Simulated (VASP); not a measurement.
Set up this calculation in VASP 6.6.1, as the native input.

```
Task                   : single point
Functional             : r2SCAN
Dispersion             : D4
Potentials or basis    : VASP PAW PBE potentials, release 64 (Ge_d)
Cutoff                 : 520 eV
k mesh                 : 7 × 7 × 4
Occupations            : fermi-dirac, width 0.1 eV
Spin                   : no spin polarisation
Dipole correction      : no
Further INCAR settings : ALGO = Normal; EDIFF = 1e-06; NBANDS = 36
```

The system is Ge.

```
CELL_PARAMETERS angstrom
3.98388 0.00000 0.00000
-1.99194 3.45014 0.00000
0.00000 0.00000 6.57473
ATOMIC_POSITIONS crystal
Ge 0.66667 0.33333 0.06297
Ge 0.33333 0.66667 0.56297
Ge 0.66667 0.33333 0.43703
Ge 0.33333 0.66667 0.93703
```

This isn't the form of Ge at room conditions, which is diamond.

The input as run:

POSCAR

```
Ge
1.0
    3.9838808866      0.0000000000      0.0000000000
   -1.9919404433      3.4501420534      0.0000000000
    0.0000000000      0.0000000000      6.5747304223
Ge
4
Direct
    0.6666666667      0.3333333333      0.0629730950
    0.3333333333      0.6666666667      0.5629730950
    0.6666666667      0.3333333333      0.4370269050
    0.3333333333      0.6666666667      0.9370269050
```

INCAR.step1

```
  ALGO = Normal
  EDIFF = 1E-4
  ENCUT = 520
  GGA = PE
  ISMEAR = -1
  LASPH = T
  LCHARG = F
  LREAL = F
  LWAVE = T
  NBANDS = 36
  NELM = 80
  PREC = Accurate
  SIGMA = 0.1
```

INCAR.step2

```
  ALGO = Normal
  EDIFF = 1E-6
  ENCUT = 520
  ISIF = 2
  ISMEAR = -1
  ISTART = 1
  IVDW = 13
  LASPH = T
  LCHARG = T
  LELF = T
  LMIXTAU = T
  LREAL = F
  LVHAR = T
  LWAVE = F
  METAGGA = R2SCAN
  NBANDS = 36
  NELM = 80
  PREC = Accurate
  SIGMA = 0.1
  VDW_A1 = 0.51559235
  VDW_A2 = 5.77342911
  VDW_S6 = 1.0
  VDW_S8 = 0.6018749
```

KPOINTS

```
k-points
0
Gamma
  7 7 4
```

Potentials or basis: VASP PAW PBE potentials, release 64 (Ge_d).

Launch:

```sh
$ cat potpaw_PBE.64/Ge_d/POTCAR > POTCAR
$ cp INCAR.step1 INCAR
$ mpirun -np 1 vasp_std > vasp.out
$ cp INCAR.step2 INCAR
$ mpirun -np 1 vasp_std > vasp.out
```

It gave:

```json
{"Pressure": "0.1 GPa", "Band gap on the k mesh": "0.09 eV", "Dispersion energy per atom": "-0.112 eV"}
```

Caveat: semilocal functionals underestimate gaps, and a narrow one can read as zero; the PAW data sets were made with another functional, which shifts forces and pressure a little.

Run time: 8 min on 1 thread of Intel Xeon 8259CL, with other jobs on the host, peak memory 0.23 GiB.
